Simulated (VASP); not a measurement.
Runs of VASP 6.6.1 on Pt. The structure is that of space group Im-3m (No. 229), or close to it. The cells are those of the table. This isn't the form of Pt at room conditions, which is fcc.

```csv
task,cell,k mesh,gap on the mesh (eV),pressure (GPa),relaxed volume (Å³/atom)
single point,"a = 2.708 Å, angles 109.5°, 1 atom",8 × 8 × 8,none,-0.3,-
relaxation of cell and atoms,"relaxed from a = 2.708 Å, angles 109.5°, 1 atom",18 × 18 × 18,none,0.0,15.18
single point,"a = 2.808 Å, angles 109.5°, 1 atom",8 × 8 × 8,none,(b),-
single point,"a = 2.703 Å, angles 109.5°, 1 atom",18 × 18 × 18,none,-0.4,-
relaxation of cell and atoms,"relaxed from a = 2.808 Å, angles 109.5°, 1 atom",8 × 8 × 8,none,0.0,(a)
```

Alike in all rows: level PBEsol; potentials or basis VASP PAW PBE potentials, release 64 (Pt); no spin polarisation; cutoff (eV) 500; smearing gaussian 0.1 eV.

Fill in the values left out.

(a) 15.27; (b) -22.2.

Caveats: the PAW data sets were made with another functional, which shifts forces and pressure a little; spin-orbit coupling is left out, which moves the levels of the heavy elements; the cell stands under tension (at least some runs).

A k mesh can miss the band edges, and the runs leave out spin-orbit coupling on Pt.

A gap of «none» marks levels without a gap at the run's occupations.
